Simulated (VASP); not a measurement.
# Li2O (Fm-3m) in VASP: notebook, part 2 of 2

VASP 6.6.1.

### 3 Single point, revPBE (8.40 Å³/atom)

INCAR

```
SYSTEM = Li2O
ALGO = Normal
EDIFF = 1E-6
ENCUT = 750
GGA = RE
GGA_COMPAT = .FALSE.
ISIF = 2
ISMEAR = 0
LASPH = .TRUE.
LCHARG = .FALSE.
LREAL = .FALSE.
LWAVE = .FALSE.
NBANDS = 13
NELM = 120
PREC = Accurate
SIGMA = 0.05
```

KPOINTS

```
k-points
0
G
  8 8 8
  0 0 0
```

POSCAR

```
Li2O
1.0
    0.0000000000      2.3272615618      2.3272615618
    2.3272615618      0.0000000000      2.3272615618
    2.3272615618      2.3272615618      0.0000000000
Li O
2 1
Direct
    0.2500000000      0.2500000000      0.2500000000
    0.7500000000      0.7500000000      0.7500000000
    0.0000000000      0.0000000000      0.0000000000
```

Potentials or basis: VASP PAW PBE potentials, release 64 (Li_sv, O).

On the command line:

```console
$ cat potpaw_PBE.64/Li_sv/POTCAR potpaw_PBE.64/O/POTCAR > POTCAR
$ mpirun -np 1 vasp_std > vasp.out
```

OUTCAR:

```text
SYSTEM = Li2O
   EDIFF = 1E-6
   ENCUT = 750
   GGA = RE
   ISIF = 2
   ISMEAR = 0
   LASPH = .TRUE.
   LREAL = .FALSE.
   NELM = 120
   PREC = Accurate

 ion  position               nearest neighbor table
   1  0.250  0.250  0.250-   3 2.02   3 2.02   3 2.02   3 2.02   2 2.33   2 2.33   2 2.33   2 2.33
                             2 2.33   2 2.33
   2  0.750  0.750  0.750-   3 2.02   3 2.02   3 2.02   3 2.02   1 2.33   1 2.33   1 2.33   1 2.33
                             1 2.33   1 2.33
   3  0.000  0.000  0.000-   2 2.02   2 2.02   2 2.02   1 2.02   1 2.02   1 2.02   2 2.02   1 2.02

  LATTYP: Found a face centered cubic cell.
 ALAT       =     4.6545231236

  Lattice vectors:

 A1 = (   0.0000000000,   2.3272615618,   2.3272615618)
 A2 = (   2.3272615618,   0.0000000000,   2.3272615618)
 A3 = (   2.3272615618,   2.3272615618,   0.0000000000)

Analysis of symmetry for initial positions (statically):
=====================================================================
 Subroutine PRICEL returns:
 Original cell was already a primitive cell.

 Routine SETGRP: Setting up the symmetry group for a
 face centered cubic supercell.

 Subroutine GETGRP returns: Found 48 space group operations
[... 186 lines left out ...]
     10      13.3588      0.00000
     11      20.2913      0.00000
     12      20.2913      0.00000
     13      20.2913      0.00000
[... 354 lines left out ...]
  band No.  band energies     occupation
      1     -41.7121      2.00000
      2     -41.7117      2.00000
      3     -13.8744      2.00000
      4      -1.0229      2.00000
      5       0.3853      2.00000
      6       0.5861      2.00000
      7       9.2993      0.00000
      8      11.5464      0.00000
      9      14.3870      0.00000
     10      14.6936      0.00000
     11      18.8149      0.00000
     12      19.2151      0.00000
     13      24.1639      0.00000

 [... further k-points ...]

------------------------ aborting loop because EDIFF is reached ----------------------------------------

  FORCE on cell =-STRESS in cart. coord.  units (eV):
  Direction    XX          YY          ZZ          XY          YZ          ZX
  --------------------------------------------------------------------------------------
  -------------------------------------------------------------------------------------
  Total        0.1788041      0.1788041      0.1788041      0.0000000     -0.0000000      0.0000000
  in kB       11.3637727     11.3637727     11.3637727      0.0000000     -0.0000000      0.0000000
  external PRESSURE =      11.3637727 kB  Pullay stress =       0.0000000 kB

 VOLUME and BASIS-vectors are now :
 -----------------------------------------------------------------------------
  energy-cutoff  :      750.00
  volume of cell :       25.21
      direct lattice vectors                 reciprocal lattice vectors
     0.000000000  2.327261562  2.327261562    -0.214844781  0.214844781  0.214844781
     2.327261562  0.000000000  2.327261562     0.214844781 -0.214844781  0.214844781
     2.327261562  2.327261562  0.000000000     0.214844781  0.214844781 -0.214844781

 POSITION                                       TOTAL-FORCE (eV/Angst)
 -----------------------------------------------------------------------------------
      1.16363      1.16363      1.16363        -0.000000      0.000000     -0.000000
      3.49089      3.49089      3.49089        -0.000000     -0.000000     -0.000000
      0.00000      0.00000      0.00000         0.000000      0.000000      0.000000
 -----------------------------------------------------------------------------------
    total drift:                                0.000000     -0.000000      0.000000

  FREE ENERGIE OF THE ION-ELECTRON SYSTEM (eV)
  ---------------------------------------------------
  free  energy   TOTEN  =       -13.6833162316 eV

  energy  without entropy=      -13.6833162316  energy(sigma->0) =      -13.68331623
```

OSZICAR:

```text
N       E                     dE             d eps       ncg     rms          rms(c)
DAV:   1     0.587751021630E+02    0.58775E+02   -0.71518E+03   754   0.127E+03
DAV:   2    -0.928228222795E+01   -0.68057E+02   -0.65529E+02   892   0.262E+02
DAV:   3    -0.153913460411E+02   -0.61091E+01   -0.60554E+01  1390   0.576E+01
DAV:   4    -0.154645979538E+02   -0.73252E-01   -0.73242E-01   868   0.838E+00
DAV:   5    -0.154652933415E+02   -0.69539E-03   -0.69537E-03  1043   0.589E-01    0.753E+00
DAV:   6    -0.136985650981E+02    0.17667E+01   -0.84930E+00   804   0.153E+01    0.286E+00
DAV:   7    -0.136749674896E+02    0.23598E-01   -0.18451E-01   932   0.303E+00    0.153E+00
DAV:   8    -0.136849327209E+02   -0.99652E-02   -0.80770E-02   831   0.283E+00    0.465E-01
DAV:   9    -0.136826602544E+02    0.22725E-02   -0.60413E-03   970   0.640E-01    0.154E-01
DAV:  10    -0.136833451386E+02   -0.68488E-03   -0.17147E-03   889   0.305E-01    0.708E-02
DAV:  11    -0.136833118848E+02    0.33254E-04   -0.75657E-05  1037   0.894E-02    0.159E-02
DAV:  12    -0.136833159829E+02   -0.40981E-05   -0.12959E-05   901   0.290E-02    0.380E-03
DAV:  13    -0.136833162316E+02   -0.24868E-06   -0.13000E-06   922   0.107E-02
   1 F= -.13683316E+02 E0= -.13683316E+02  d E =-.120518E-16
```

Wall time 28 s (1 thread of Intel Xeon 8259CL, shared host); peak memory 0.16 GiB.

Results:

- Free energy: -13.6833 eV
- Pressure: 1.1 GPa
- Band gap on the k mesh: 5.04 eV (least direct gap 5.17 eV)

Caveat: the PAW data sets were made with another functional, which shifts forces and pressure a little. A k mesh can miss the band edges.

### 4 Single point, revPBE (8.23 Å³/atom)

This run uses another cell than the first one, of 8.23 Å³/atom.

INCAR

```
PREC = Accurate ; ENCUT = 750
EDIFF = 1E-6 ; ISMEAR = 0
SIGMA = 0.05 ; LREAL = False
LASPH = True ; NELM = 120
ALGO = Normal ; ISIF = 2
LWAVE = False ; LCHARG = False
GGA = RE ; NBANDS = 13
GGA_COMPAT = False
```

KPOINTS

```
Automatic mesh
0
Gamma
  8 8 8
```

POSCAR

```
Li2O
1.0
    0.0000000000      2.3113209138      2.3113209138
    2.3113209138      0.0000000000      2.3113209138
    2.3113209138      2.3113209138      0.0000000000
Li O
2 1
Direct
    0.2500000000      0.2500000000      0.2500000000
    0.7500000000      0.7500000000      0.7500000000
    0.0000000000      0.0000000000      0.0000000000
```

On the command line:

```console
$ cat potpaw_PBE.64/Li_sv/POTCAR potpaw_PBE.64/O/POTCAR > POTCAR
$ mpirun -np 1 vasp_std > vasp.out
```

Wall time 28 s (1 thread of Intel Xeon 8259CL, shared host); peak memory 0.16 GiB.

The run converged. Its results:

```
Free energy            : -13.6756 eV
Pressure               : 2.9 GPa
Band gap on the k mesh : 5.08 eV (least direct gap 5.32 eV)
```

Levels at points of the mesh, in eV from the valence-band top:
```csv
k point,band 3,band 4,band 5,band 6,band 7,band 8,band 9,band 10
"(0.00, 0.00, 0.00)",-15.52,0.00,0.00,0.00,5.32,12.12,12.12,12.12
"(0.50, 0.00, 0.00)",-15.29,-2.74,-0.44,-0.44,9.28,9.91,12.21,12.21
"(0.50, 0.50, 0.00)",-15.25,-1.59,-1.36,-1.36,5.08,13.69,13.69,14.81
```

Caveat: the PAW data sets were made with another functional, which shifts forces and pressure a little.
